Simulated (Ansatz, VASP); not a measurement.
**Bi in VASP and in Ansatz**

```
Bi
1.0
     0.00000    1.80802    1.80802
     1.80802    0.00000    1.80802
     1.80802    1.80802    0.00000
Bi
1
Direct
  0.00000 0.00000 0.00000
```

Change from the starting cell: volume scaled by 0.4, LAPW.

Alike in both runs: task single point; functional LDA; k mesh 14 × 14 × 14; occupations fermi-dirac, width 0.1 eV; no spin polarisation.

|  | VASP | Ansatz |
| --- | --- | --- |
| version | VASP 6.6.1 | Ansatz 0.2.0 |
| potentials or method | VASP PAW LDA potentials, release 64 (Bi_d), cutoff 520 eV | all-electron LAPW, scalar-relativistic |

|  | VASP | Ansatz | Ansatz less VASP |
| --- | --- | --- | --- |
| pressure (GPa) | 495.2 | 491.9 | -3.35 |

LDA's correlation is that of Perdew and Zunger in VASP and of Perdew and Wang (1992) in Ansatz. Both programs put the cell under a high pressure, so it lies far from rest at this level. Ansatz ran all-electron here, and VASP with PAW potentials.

Neither program's run includes spin-orbit coupling. Noted on VASP's run: the cell as given lies far from equilibrium.
